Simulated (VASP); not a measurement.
The system is LiBr.

```
CELL_PARAMETERS angstrom
0.00000 2.73957 2.73957
2.73957 0.00000 2.73957
2.73957 2.73957 0.00000
ATOMIC_POSITIONS crystal
Li 0.00000 0.00000 0.00000
Br 0.50000 0.50000 0.50000
```

Base run:

```yaml
Program: VASP 6.6.1
Functional: PBE0
Potentials_or_basis: VASP PAW PBE potentials, release 64 (Li_sv, Br)
Cutoff: 650 eV
k_mesh: 6 × 6 × 6
Occupations: gaussian, width 0.01 eV
Spin: no spin polarisation
```

Its results: band gap on the k mesh 6.91 eV; pressure -0.3 GPa.

Task: After a change of settings the same cell gave: band gap on the k mesh 5.93 eV; pressure -0.4 GPa. Which change was it?
A. functional from PBE0 to HSE06
B. functional from PBE0 to PBE; cutoff from 650 eV to 750 eV
C. functional from PBE0 to r2SCAN; cutoff from 650 eV to 830 eV
D. functional from PBE0 to PBE; cutoff from 650 eV to 750 eV; k mesh from 6 × 6 × 6 to 8 × 8 × 8

Result: C.

Caveats: the PAW data sets were made with another functional, which shifts forces and pressure a little.
